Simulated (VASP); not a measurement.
Wanted: the native input for a VASP 6.6.1 run.

```
Task                               : single point
Functional                         : r2SCAN0
Potentials or basis                : VASP PAW PBE potentials, release 64 (Ir)
Cutoff                             : 520 eV
k mesh                             : 6 × 6 × 3
Occupations                        : fermi-dirac, width 0.05 eV
Spin                               : no spin polarisation
Dipole correction                  : no
Grid for exact exchange (PRECFOCK) : Normal
Further INCAR settings             : ALGO = Normal; EDIFF = 1e-06; NBANDS = 16
Share of exact exchange            : 0.25
```

Crystal: Ir.

```
Ir
1.0
     2.75138    0.00000    0.00000
    -1.37569    2.38276    0.00000
     0.00000    0.00000    4.46229
Ir
2
Direct
  0.33333 0.66667 0.25000
  0.66667 0.33333 0.75000
```

This isn't the form of Ir at room conditions, which is fcc.

One way to write it, as run:

POSCAR

```
Ir
1.0
    2.7513778946      0.0000000000      0.0000000000
   -1.3756889473      2.3827631521      0.0000000000
    0.0000000000      0.0000000000      4.4622900000
Ir
2
Direct
    0.3333333333      0.6666666667      0.2500000000
    0.6666666667      0.3333333333      0.7500000000
```

INCAR.step1

```
PREC = Accurate
ENCUT = 520
EDIFF = 1E-5
ISMEAR = -1
SIGMA = 0.05
LREAL = F
LASPH = T
NELM = 60
ALGO = Normal
ISIF = 2
LWAVE = T
GGA = PE
NBANDS = 16
```

INCAR.step2

```
PREC = Accurate
ENCUT = 520
EDIFF = 1E-6
ISMEAR = -1
SIGMA = 0.05
LREAL = F
LASPH = T
NELM = 60
ALGO = Normal
ISIF = 2
LWAVE = F
LCHARG = T
METAGGA = R2SCAN
LHFCALC = T
AEXX = 0.25
LMIXTAU = T
PRECFOCK = Normal
LELF = T
LVHAR = T
ISTART = 1
NBANDS = 16
```

KPOINTS

```
regular mesh
0
Gamma
  6 6 3
```

Potentials or basis: VASP PAW PBE potentials, release 64 (Ir).

The run is started by

```bash
$ cat potpaw_PBE.64/Ir/POTCAR > POTCAR
$ cp INCAR.step1 INCAR
$ mpirun -np 1 vasp_std > vasp.out
$ cp INCAR.step2 INCAR
$ mpirun -np 1 vasp_std > vasp.out
```

It gave:

The pressure is -16.5 GPa and the band gap on the k mesh is zero (bands 9 and 10 overlap by 4.64 eV).

Caveat: the k points lie up to 0.47 Å⁻¹ apart, too coarse for converged energies and pressures of a metal; the PAW data sets were made with another functional, which shifts forces and pressure a little; spin-orbit coupling is left out, which moves the levels of the heavy elements.

It took 10 min on 1 thread of Intel(R) Xeon(R) 6975P-C (Granite Rapids) (shared host), peak memory 0.18 GiB.
